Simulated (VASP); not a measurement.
# Ca (I4/mmm) in VASP: further runs, part 2 of 2

VASP 6.6.1. Earlier steps stand in the parts before.

## Step 5: Single point, PBEsol (equal strain along all axes, cell held: +4.0 %)

The input, INCAR:

```
SYSTEM = Ca
  ALGO = Fast
  EDIFF = 1E-6
  ENCUT = 520
  GGA = PS
  ISIF = 2
  ISMEAR = 0
  LASPH = .True.
  LCHARG = .False.
  LREAL = .False.
  LWAVE = .False.
  NBANDS = 17
  NELM = 60
  PREC = Accurate
  SIGMA = 0.1
```

The input, KPOINTS:

```
k-points
0
Gamma
  10 10 10
  0 0 0
```

The input, POSCAR:

```
Ca
1.0
    4.5006213087      0.0000000000      0.0000000000
    0.0000000000      4.5006213087      0.0000000000
    0.0000000000      0.0000000000      4.4783328672
Ca
2
Direct
    0.0000000000      0.0000000000      0.5000000000
    0.5000000000      0.5000000000      0.0000000000
```

Potentials or basis: VASP PAW PBE potentials, release 64 (Ca_sv).

Run with:

```
$ cat potpaw_PBE.64/Ca_sv/POTCAR > POTCAR
$ mpirun -np 1 vasp_std > vasp.out
```

OUTCAR:

```text
SYSTEM = Ca
   EDIFF = 1E-6
   ENCUT = 520
   GGA = PS
   ISIF = 2
   ISMEAR = 0
   LASPH = .True.
   LREAL = .False.
   NELM = 60
   PREC = Accurate

 ion  position               nearest neighbor table
   1  0.000  0.000  0.500-
   2  0.500  0.500  0.000-

  LATTYP: Found a simple tetragonal cell.
 ALAT       =     4.5006213087
 C/A-ratio  =     0.9950476968

  Lattice vectors:

 A1 = (   4.5006213087,   0.0000000000,   0.0000000000)
 A2 = (   0.0000000000,   4.5006213087,   0.0000000000)
 A3 = (   0.0000000000,   0.0000000000,   4.4783328672)

Analysis of symmetry for initial positions (statically):
=====================================================================
 Subroutine PRICEL returns following result:

  LATTYP: Found a body centered tetragonal cell.
 ALAT       =     4.5006213087
 C/A-ratio  =     0.9950476968

  Lattice vectors:

 A1 = (  -2.2503106544,  -2.2503106543,  -2.2391664336)
 A2 = (   2.2503106544,   2.2503106543,  -2.2391664336)
[... 179 lines left out ...]
  ---------------------------------------------------
  free energy    TOTEN  =        -4.19107428 eV

  energy without entropy =       -4.17519202  energy(sigma->0) =       -4.18313315

 E-fermi :   1.6676     XC(G=0):  -7.5858

 val. band max:        1.6549815362   @ k =   0.4000   0.2000   0.4000
 cond. band min:       1.6781127883   @ k =   0.2000   0.2000   0.0000
 fundamental gap:      0.0231312521
 Fermi energy:         1.6676250858

 k-point     1 :       0.0000    0.0000    0.0000
  band No.  band energies     occupation
      1     -40.4032      2.00000
      2     -40.3840      2.00000
      3     -21.4801      2.00000
      4     -21.4801      2.00000
      5     -21.4797      2.00000
      6     -21.4006      2.00000
[... 457 lines left out ...]
      4     -21.4704      2.00000
      5     -21.4639      2.00000
      6     -21.4231      2.00000
[... 9 lines left out ...]
     16       4.2294      0.00000
     17       4.5317      0.00000

 [... further k-points ...]

------------------------ aborting loop because EDIFF is reached ----------------------------------------

  FORCE on cell =-STRESS in cart. coord.  units (eV):
  Direction    XX          YY          ZZ          XY          YZ          ZX
  --------------------------------------------------------------------------------------
  -------------------------------------------------------------------------------------
  Total       -0.9298922     -0.9298922     -0.9333903      0.0000000     -0.0000000      0.0000000
  in kB      -16.4241101    -16.4241101    -16.4858959      0.0000000     -0.0000000      0.0000000
  external PRESSURE =     -16.4447054 kB  Pullay stress =       0.0000000 kB

 VOLUME and BASIS-vectors are now :
 -----------------------------------------------------------------------------
  energy-cutoff  :      520.00
  volume of cell :       90.71
      direct lattice vectors                 reciprocal lattice vectors
     4.500621309  0.000000000  0.000000000     0.222191545  0.000000000  0.000000000
     0.000000000  4.500621309  0.000000000     0.000000000  0.222191545  0.000000000
     0.000000000  0.000000000  4.478332867     0.000000000  0.000000000  0.223297381

 POSITION                                       TOTAL-FORCE (eV/Angst)
 -----------------------------------------------------------------------------------
      0.00000      0.00000      2.23917         0.000000      0.000000     -0.000000
      2.25031      2.25031      0.00000        -0.000000     -0.000000      0.000000
 -----------------------------------------------------------------------------------
    total drift:                                0.000000      0.000000      0.000000

  FREE ENERGIE OF THE ION-ELECTRON SYSTEM (eV)
  ---------------------------------------------------
  free  energy   TOTEN  =        -4.1910742813 eV

  energy  without entropy=       -4.1751920210  energy(sigma->0) =       -4.18313315
```

stdout:

```text
POSCAR found type information on POSCAR Ca
 POSCAR found :  1 types and       2 ions
 scaLAPACK will be used
 -----------------------------------------------------------------------------
|                                                                             |
|                                                                             |
|     You enforced a specific xc type in the INCAR file but a different       |
|     I HOPE YOU KNOW WHAT YOU ARE DOING!                                     |
|                                                                             |
 -----------------------------------------------------------------------------

 LDA part: xc-table for (Slater+PW92), standard interpolation
 POSCAR, INCAR and KPOINTS ok, starting setup
 FFT: planning ... GRIDC
 FFT: planning ... GRID_SOFT
 FFT: planning ... GRID
 WAVECAR not read
 entering main loop
WARNING in EDDRMM: call to ZHEGV failed, returncode =   8  4     12
WARNING in EDDRMM: call to ZHEGV failed, returncode =   6  3     12
```

It took 2.6 min on 1 thread of Intel Xeon Platinum 8488C (Sapphire Rapids), shared host; peak memory 0.31 GiB.

What came out:

- Free energy: -4.1911 eV
- Pressure: -1.6 GPa
- Band gap on the k mesh: zero (bands 10 and 11 overlap by 0.42 eV)

Levels at points of the mesh, in eV from the Fermi level:
```csv
k point,band 7,band 8,band 9,band 10,band 11,band 12,band 13,band 14
"(0.00, 0.00, 0.00)",-23.07,-23.07,-3.95,0.11,0.12,2.16,2.18,2.18
"(0.50, 0.00, 0.00)",-23.11,-23.11,-2.00,-2.00,1.40,1.40,2.03,2.03
"(0.50, 0.50, 0.00)",-23.07,-23.07,-0.89,-0.89,-0.09,-0.09,1.31,1.31
"(0.00, 0.00, 0.50)",-23.11,-23.11,-1.99,-1.99,1.41,1.41,2.03,2.03
"(0.50, 0.00, 0.50)",-23.07,-23.07,-0.88,-0.88,-0.08,-0.08,1.28,1.28
"(0.50, 0.50, 0.50)",-23.12,-23.12,0.32,0.32,0.32,0.32,0.33,0.33
```

Caveat: the cell differs from its parent crystal (equal strain along all axes, cell held: +4.0 %); the PAW data sets were made with another functional, which shifts forces and pressure a little.

## Step 6: Single point, PBEsol (equal strain along all axes, cell held: +6.0 %)

The input, INCAR:

```
SYSTEM = Ca
PREC = Accurate
ENCUT = 520
EDIFF = 1E-6
ISMEAR = 0
SIGMA = 0.1
LREAL = .FALSE.
LASPH = .TRUE.
NELM = 100
ALGO = Fast
ISIF = 2
LWAVE = .FALSE.
LCHARG = .FALSE.
GGA = PS
NBANDS = 17
```

The input, KPOINTS:

```
regular mesh
0
G
  10 10 10
  0 0 0
```

The input, POSCAR:

```
Ca
1.0
    4.5871717185      0.0000000000      0.0000000000
    0.0000000000      4.5871717185      0.0000000000
    0.0000000000      0.0000000000      4.5644546531
Ca
2
Direct
    0.0000000000      0.0000000000      0.5000000000
    0.5000000000      0.5000000000      0.0000000000
```

Potentials or basis: VASP PAW PBE potentials, release 64 (Ca_sv).

Run with:

```
$ cat potpaw_PBE.64/Ca_sv/POTCAR > POTCAR
$ mpirun -np 1 vasp_std > vasp.out
```

Wall time 2.2 min (1 thread of Intel Xeon Platinum 8488C (Sapphire Rapids), shared host); peak memory 0.31 GiB.

The run converged. Its results:

| Item | Value |
| --- | --- |
| Free energy | -4.1266 eV |
| Pressure | -2.3 GPa |
| Band gap on the k mesh | zero (bands 10 and 11 overlap by 0.44 eV) |

Levels at points of the mesh, in eV from the Fermi level:
| k point | band 7 | band 8 | band 9 | band 10 | band 11 | band 12 | band 13 | band 14 |
| --- | --- | --- | --- | --- | --- | --- | --- | --- |
| (0.00, 0.00, 0.00) | -23.21 | -23.21 | -3.84 | 0.16 | 0.17 | 2.08 | 2.10 | 2.10 |
| (0.50, 0.00, 0.00) | -23.24 | -23.24 | -1.97 | -1.97 | 1.38 | 1.38 | 1.95 | 1.95 |
| (0.50, 0.50, 0.00) | -23.21 | -23.21 | -0.86 | -0.86 | -0.12 | -0.12 | 1.28 | 1.28 |
| (0.00, 0.00, 0.50) | -23.24 | -23.24 | -1.96 | -1.96 | 1.39 | 1.39 | 1.95 | 1.95 |
| (0.50, 0.00, 0.50) | -23.21 | -23.21 | -0.85 | -0.85 | -0.11 | -0.11 | 1.26 | 1.26 |
| (0.50, 0.50, 0.50) | -23.25 | -23.25 | 0.32 | 0.32 | 0.32 | 0.32 | 0.32 | 0.32 |

Caveat: the cell differs from its parent crystal (equal strain along all axes, cell held: +6.0 %); the PAW data sets were made with another functional, which shifts forces and pressure a little.

## Step 7: Overview

```csv
cell,further INCAR settings,gap on the mesh (eV),pressure (GPa)
"a = 4.068, b = 4.068, c = 4.048 Å, 2 atoms",ALGO = Fast; EDIFF = 1e-06; NBANDS = 17,none,4.2
"a = 4.328, b = 4.328, c = 4.306 Å, 2 atoms",ALGO = Fast; EDIFF = 1e-07; NBANDS = 17,none,0.0
"a = 4.414, b = 4.414, c = 4.392 Å, 2 atoms",ALGO = Fast; EDIFF = 1e-06; NBANDS = 17,none,-0.9
"a = 4.501, b = 4.501, c = 4.478 Å, 2 atoms",ALGO = Fast; EDIFF = 1e-06; NBANDS = 17,none,-1.6
"a = 4.587, b = 4.587, c = 4.564 Å, 2 atoms",ALGO = Fast; EDIFF = 1e-06; NBANDS = 17,none,-2.3
```

Alike in all rows: task single point; level PBEsol; potentials or basis VASP PAW PBE potentials, release 64 (Ca_sv); no spin polarisation; k mesh 10 × 10 × 10; cutoff (eV) 520; smearing gaussian 0.1 eV.

Caveats: the PAW data sets were made with another functional, which shifts forces and pressure a little; the cell stands under pressure (at least some runs).

Total energies depend on the potentials used, so only differences within one code and one set of settings carry meaning.
